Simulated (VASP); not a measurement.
# N (P6_3/mmc) in VASP: single point with PBE

Aim: the single point of N with PBE.

Everything below comes from runs of VASP 6.6.1. Logs are shortened: lines on timing, memory, paths and dates and some standing lists are left out, and cuts for length are marked.

## Step 1: The cell of the first run

It takes space group P6_3/mmc (No. 194, hexagonal). Conventional cell: a = 2.582 Å, b = 2.582 Å, c = 2.454 Å, α = 90.00°, β = 90.00°, γ = 120.00°. N (site symmetry -6m2) has 14 N at 1.93 to 2.58 Å within 2.6 Å.

## Step 2: Single point, PBE

INCAR

```
SYSTEM = N
PREC = Accurate ; ENCUT = 520
EDIFF = 1E-6 ; ISMEAR = 0
SIGMA = 0.1 ; LREAL = Auto
LASPH = .TRUE. ; NELM = 60
ALGO = Normal ; ISIF = 2
LWAVE = .FALSE. ; LCHARG = .TRUE.
GGA = PE ; LELF = .TRUE.
LVHAR = .TRUE. ; NBANDS = 54
```

KPOINTS

```
Automatic mesh
0
Gamma
  8 9 9
  0.5 0 0
```

POSCAR

```
N
1.0
    0.0000000000      0.0000000000      4.9085791988
   -2.5822418433     -4.4725740699      0.0000000000
    5.1644836865     -0.0000000001      0.0000000000
N
16
Direct
    0.1250000000      0.3333333333      0.1666666667
    0.6250000000      0.3333333333      0.1666666667
    0.1250000000      0.3333333333      0.6666666667
    0.6250000000      0.3333333333      0.6666666667
    0.1250000000      0.8333333333      0.1666666667
    0.6250000000      0.8333333333      0.1666666667
    0.1250000000      0.8333333333      0.6666666667
    0.6250000000      0.8333333333      0.6666666667
    0.3750000000      0.1666666667      0.8333333333
    0.8750000000      0.1666666667      0.8333333333
    0.3750000000      0.1666666667      0.3333333333
    0.8750000000      0.1666666667      0.3333333333
    0.3750000000      0.6666666667      0.8333333333
    0.8750000000      0.6666666667      0.8333333333
    0.3750000000      0.6666666667      0.3333333333
    0.8750000000      0.6666666667      0.3333333333
```

Potentials or basis: VASP PAW PBE potentials, release 64 (N).

Run with:

```console
> cat potpaw_PBE.64/N/POTCAR > POTCAR
> mpirun -np 1 vasp_std > vasp.out
```

OUTCAR:

```text
SYSTEM = N
   PREC = Accurate
   ENCUT = 520
   EDIFF = 1E-6
   ISMEAR = 0
   LREAL = Auto
   LASPH = .TRUE.
   NELM = 60
   ISIF = 2
   GGA = PE

 ion  position               nearest neighbor table
   1  0.125  0.333  0.167-
   2  0.625  0.333  0.167-
   3  0.125  0.333  0.667-
   4  0.625  0.333  0.667-
   5  0.125  0.833  0.167-
   6  0.625  0.833  0.167-
[... 8 lines left out ...]
  15  0.375  0.667  0.333-
  16  0.875  0.667  0.333-

  LATTYP: Found a hexagonal cell.
 ALAT       =     5.1644836865
 C/A-ratio  =     0.9504491633

  Lattice vectors:

 A1 = (  -2.5822418433,  -4.4725740699,   0.0000000000)
 A2 = (   5.1644836865,  -0.0000000001,   0.0000000000)
 A3 = (   0.0000000000,   0.0000000000,   4.9085791988)

Analysis of symmetry for initial positions (statically):
=====================================================================
 Subroutine PRICEL returns following result:

  LATTYP: Found a hexagonal cell.
 ALAT       =     2.5822418432
 C/A-ratio  =     0.9504491633

  Lattice vectors:

 A1 = (  -1.2911209216,  -2.2362870350,   0.0000000000)
 A2 = (   2.5822418432,  -0.0000000000,   0.0000000000)
 A3 = (   0.0000000000,   0.0000000000,   2.4542895994)

   8 primitive cells build up your supercell.

 Routine SETGRP: Setting up the symmetry group for a
 hexagonal supercell.

 Subroutine GETGRP returns: Found 24 space group operations
 (whereof 12 operations were pure point group operations)
 out of a pool of 24 trial point group operations.

The static configuration has the point symmetry D_3d.
 The point group associated with its full space group is D_6h.

Analysis of symmetry for dynamics (positions and initial velocities):
=====================================================================
 Subroutine PRICEL returns following result:

  LATTYP: Found a hexagonal cell.
 ALAT       =     2.5822418432
 C/A-ratio  =     0.9504491633

  Lattice vectors:

 A1 = (  -1.2911209216,  -2.2362870350,   0.0000000000)
 A2 = (   2.5822418432,  -0.0000000000,   0.0000000000)
 A3 = (   0.0000000000,   0.0000000000,   2.4542895994)

   8 primitive cells build up your supercell.

 Routine SETGRP: Setting up the symmetry group for a
 hexagonal supercell.

 Subroutine GETGRP returns: Found 24 space group operations
 (whereof 12 operations were pure point group operations)
 out of a pool of 24 trial point group operations.

The dynamic configuration has the point symmetry D_3d.
 The point group associated with its full space group is D_6h.

 Subroutine INISYM returns: Found 24 space group operations
 (whereof 12 operations are pure point group operations),
 and found     8 'primitive' translations

----------------------------------------------------------------------------------------

                                     Primitive cell

  volume of cell :      14.1726

  direct lattice vectors                    reciprocal lattice vectors
    -1.291120922 -2.236287035  0.000000000    -0.000000000 -0.447169788  0.000000000
     2.582241843 -0.000000000  0.000000000     0.387260396 -0.223584894  0.000000000
     0.000000000  0.000000000  2.454289599     0.000000000  0.000000000  0.407449879

  length of vectors
     2.582241843  2.582241843  2.454289599     0.447169788  0.447169788  0.407449879

  position of ions in fractional coordinates (direct lattice)
     0.666666667  0.333333333  0.250000000
     0.333333333  0.666666667  0.750000000

  ion indices of the primitive-cell ions
   primitive index   ion index
                 1           1
                 2          11

----------------------------------------------------------------------------------------

 KPOINTS: Automatic mesh

Automatic generation of k-mesh.
 Grid dimensions read from file:
 generate k-points for:    8    9    9

 Generating k-lattice:

  Cartesian coordinates                     Fractional coordinates (reciprocal lattice)
     0.000000000  0.000000000  0.025465617     0.125000000  0.000000000  0.000000000
    -0.000000000 -0.024842766  0.000000000     0.000000000  0.111111111  0.000000000
     0.021514466 -0.012421383  0.000000000     0.000000000 -0.000000000  0.111111111

  Length of vectors
     0.025465617  0.024842766  0.024842766

  Shift w.r.t. Gamma in fractional coordinates (k-lattice)
     0.500000000  0.000000000  0.000000000

 Subroutine IBZKPT returns following result:
 ===========================================

 Found     48 irreducible k-points:

 Following reciprocal coordinates:
            Coordinates               Weight
  0.062500  0.000000  0.000000      2.000000
  0.187500  0.000000  0.000000      2.000000
  0.312500  0.000000  0.000000      2.000000
  0.437500  0.000000  0.000000      2.000000
  0.062500  0.111111  0.000000     12.000000
  0.187500  0.111111  0.000000     12.000000
[... 16 lines left out ...]
  0.312500  0.111111  0.111111     12.000000
  0.437500  0.111111  0.111111     12.000000
 [... further k-points ...]
   k-points           NKPTS =     48   k-points in BZ     NKDIM =     48   number of bands    NBANDS=     54
   number of dos      NEDOS =    301   number of ions     NIONS =     16
   total plane-waves  NPLWV =  64000
   dimension x,y,z NGX =    40 NGY =   40 NGZ =   40
   dimension x,y,z NGXF=    80 NGYF=   80 NGZF=   80
   ions per type =              16
   NGX,Y,Z   is equivalent  to a cutoff of  13.55, 12.88, 12.88 a.u.
   NGXF,Y,Z  is equivalent  to a cutoff of  27.09, 25.75, 25.75 a.u.
 SYSTEM =  N
   PREC   = accura    normal or accurate (medium, high low for compatibility)
   ISTART =      0    job   : 0-new  1-cont  2-samecut
   ICHARG =      2    charge: 1-file 2-atom 10-const
   ISPIN  =      1    spin polarized calculation?
   LNONCOLLINEAR =      F non collinear calculations
   LSORBIT =      F    spin-orbit coupling
   LASPH  =      T    aspherical Exc in radial PAW
   ENCUT  =  520.0 eV  38.22 Ry    6.18 a.u.   9.13  9.60  9.60*2*pi/ulx,y,z
   NELM   =     60;   NELMIN=  2; NELMDL= -5     # of ELM steps
   EDIFF  = 0.1E-05   stopping-criterion for ELM
   LREAL  =      T    real-space projection
   EDIFFG = 0.1E-04   stopping-criterion for IOM
   NSW    =      0    number of steps for IOM
   IBRION =     -1    ionic relax: 0-MD 1-quasi-New 2-CG
   NFREE  =      0    steps in history (QN), initial steepest desc. (CG)
   ISIF   =      2    stress and relaxation
   ISYM   =      2    0-nonsym 1-usesym 2-fastsym
   POTIM  = 0.5000    time-step for ionic-motion
   TEBEG  =    0.0;   TEEND  =   0.0 temperature during run
   PSTRESS=    0.0 pullay stress
   NELECT =      80.0000    total number of electrons
   NUPDOWN=      -1.0000    fix difference up-down
   EMIN   =  10.00;   EMAX   =-10.00  energy-range for DOS
   EFERMI =   0.00;   METHOD = LEGACY
   ISMEAR =     0;   SIGMA  =   0.10  broadening in eV -4-tet -1-fermi 0-gaus
   EFERMI_NEDOS =   21; number of points for ismear=-14 and -15
   IALGO  =     38    algorithm
   IMIX   =      4    mixing-type and parameters
     AMIX     =   0.40;   BMIX     =  1.00
     AMIX_MAG =   1.60;   BMIX_MAG =  1.00
  volume/ion in A,a.u.               =       7.09        47.82
  Fermi-wavevector in a.u.,A,eV,Ry     =   1.457442  2.754167 28.900658  2.124138
  Thomas-Fermi vector in A             =   2.574243
   LORBIT       =      0    0 simple, 1 ext, 2 COOP (PROOUT), +10 PAW based schemes
   GGA     = PE    functional components
   LHFCALC =     F    Hartree Fock is set to
   AEXX    =    0.0000 exact exchange contribution
   IVDW    =     0    specifies the selected vdW correction
   LEPSILON=     F    determine dielectric tensor
   LRPA    =     F    only Hartree local field effects (RPA)
 non-spin polarized calculation
 Gauss-broadening in eV      SIGMA  =   0.10
  energy-cutoff  :      520.00
  volume of cell :      113.38
 maximum number of plane-waves:      3102
 NGX is ok and might be reduce to    40
   NGX = 19   NGY = 19   NGZ = 19

 number of electron      80.0000001 magnetization

 Free energy of the ion-electron system (eV)
  ---------------------------------------------------
  ext. energy  EPLUGINS =         0.00000000
  ---------------------------------------------------
  free energy    TOTEN  =       -75.49550472 eV

  energy without entropy =      -75.45657038  energy(sigma->0) =      -75.47603755

 E-fermi :   6.2672     XC(G=0): -12.7390

 val. band max:        6.2649663966   @ k =   0.1875   0.2222   0.1111
 cond. band min:       6.2808752974   @ k =   0.1875   0.2222   0.0000
 fundamental gap:      0.0159089009
 Fermi energy:         6.2671965555

 k-point     1 :       0.0625    0.0000    0.0000
  band No.  band energies     occupation
      1     -15.0540      2.00000
      2     -10.7874      2.00000
      3     -10.7850      2.00000
      4     -10.7850      2.00000
      5     -10.7850      2.00000
      6      -9.6161      2.00000
[... 44 lines left out ...]
     51       8.9160      0.00000
     52       9.2682      0.00000

 k-point     2 :       0.1875    0.0000    0.0000
  band No.  band energies     occupation
      1     -14.8979      2.00000
      2     -11.8316      2.00000
      3     -10.6435      2.00000
      4     -10.6435      2.00000
      5     -10.6435      2.00000
      6      -8.3302      2.00000
[... 44 lines left out ...]
     51       8.9666      0.00000
     52       9.1434      0.00000

 k-point     3 :       0.3125    0.0000    0.0000
  band No.  band energies     occupation
      1     -14.5864      2.00000
      2     -12.7395      2.00000
      3     -10.3623      2.00000
      4     -10.3623      2.00000
      5     -10.3623      2.00000
      6      -8.7404      2.00000
[... 44 lines left out ...]
     51       8.4999      0.00000
     52       8.7587      0.00000
[... 1046 lines left out ...]
 k-point    23 :       0.3125    0.1111    0.1111
  band No.  band energies     occupation
      1     -14.3785      2.00000
      2     -12.5374      2.00000
      3     -11.0106      2.00000
      4     -11.0106      2.00000
      5     -10.1583      2.00000
      6      -9.3265      2.00000
[... 44 lines left out ...]
     51       8.8004      0.00000
     52       9.0115      0.00000

 k-point    24 :       0.4375    0.1111    0.1111
  band No.  band energies     occupation
      1     -13.9144      2.00000
      2     -13.2995      2.00000
      3     -10.5807      2.00000
      4     -10.5807      2.00000
      5     -10.0158      2.00000
      6     -10.0158      2.00000
[... 44 lines left out ...]
     51       8.7196      0.00000
     52       8.7631      0.00000

 [... further k-points ...]

 [bands above 52 left out]

------------------------ aborting loop because EDIFF is reached ----------------------------------------

  FORCE on cell =-STRESS in cart. coord.  units (eV):
  Direction    XX          YY          ZZ          XY          YZ          ZX
  --------------------------------------------------------------------------------------
  -------------------------------------------------------------------------------------
  Total        0.2183205      0.2183205      0.1366464     -0.0000000      0.0000000     -0.0000000
  in kB        3.0850692      3.0850692      1.9309382     -0.0000000      0.0000000     -0.0000000
  external PRESSURE =       2.7003589 kB  Pullay stress =       0.0000000 kB

 VOLUME and BASIS-vectors are now :
 -----------------------------------------------------------------------------
  energy-cutoff  :      520.00
  volume of cell :      113.38
      direct lattice vectors                 reciprocal lattice vectors
     0.000000000  0.000000000  4.908579199     0.000000000  0.000000000  0.203724939
    -2.582241843 -4.472574070  0.000000000    -0.000000000 -0.223584894  0.000000000
     5.164483686 -0.000000000  0.000000000     0.193630198 -0.111792447  0.000000000

 POSITION                                       TOTAL-FORCE (eV/Angst)
 -----------------------------------------------------------------------------------
      0.00000     -1.49086      0.61357        -0.000000      0.000000      0.000000
      0.00000     -1.49086      3.06786        -0.000000      0.000000     -0.000000
      2.58224     -1.49086      0.61357        -0.000000      0.000000     -0.000000
      2.58224     -1.49086      3.06786        -0.000000      0.000000     -0.000000
     -1.29112     -3.72715      0.61357        -0.000000      0.000000      0.000000
     -1.29112     -3.72715      3.06786        -0.000000      0.000000      0.000000
[... 8 lines left out ...]
     -0.00000     -2.98172      1.84072         0.000000     -0.000000      0.000000
     -0.00000     -2.98172      4.29501         0.000000     -0.000000      0.000000
 -----------------------------------------------------------------------------------
    total drift:                                0.000000      0.000000     -0.000000

  FREE ENERGIE OF THE ION-ELECTRON SYSTEM (eV)
  ---------------------------------------------------
  free  energy   TOTEN  =       -75.4955047198 eV

  energy  without entropy=      -75.4565703811  energy(sigma->0) =      -75.47603755
```

Run time: 5 min. Hardware: 1 thread of Intel Xeon Platinum 8488C (Sapphire Rapids), shared host; peak memory 0.34 GiB.

Results:

| Quantity | Value |
| --- | --- |
| Free energy | -75.4955 eV |
| Pressure | 0.3 GPa |
| Band gap on the k mesh | zero (bands 40 and 41 overlap by 1.55 eV) |

Stress tensor (GPa, compression positive):
```
0.31 0.00 0.00
0.00 0.31 0.00
0.00 0.00 0.19
```
